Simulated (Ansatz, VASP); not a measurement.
**CoSi2 in VASP and in Ansatz**

```
Co Si
1.0
     0.00000    2.72276    2.72276
     2.72276    0.00000    2.72276
     2.72276    2.72276    0.00000
Co Si
1 2
Direct
  0.01607 0.98393 0.98393
  0.23313 0.26687 0.26687
  0.73313 0.76687 0.76687
```

Change from the starting cell: mode 4 frozen in at -0.090 Å, equal normal strain along x, y and z +0.0250.

Alike in both runs: task single point; functional PBEsol; k mesh 14 × 14 × 14; occupations gaussian, width 0.15 eV; no spin polarisation.

|  | VASP | Ansatz |
| --- | --- | --- |
| version | VASP 6.6.1 | Ansatz 0.2.0 |
| potentials or method | VASP PAW PBE potentials, release 64 (Co, Si), cutoff 520 eV | scalar-relativistic, plane waves, PAW |
| valence electrons in the cell | 17 | 25 |

```tsv
	VASP	Ansatz	Ansatz less VASP
gap on the k mesh at the Fermi level (eV)	none	none	-
pressure (GPa)	-9.9	-9.9	+0.01
traceless stress, the component that is largest in VASP (GPa)	-0.61	-0.58	+0.033
rms of the force components (eV/Å)	0.681	0.674	-0.0075
```

VASP's potentials were made for PBE, not for PBEsol, and Ansatz warns of the same on its side. Atom by atom the forces differ by 0.008 eV/Å (rms over components). A gap of «none» marks a metal or a gap that the smearing closes. VASP's potentials hold 17 valence electrons a cell and Ansatz's 25, so a difference there can come from the potentials and not from the codes.
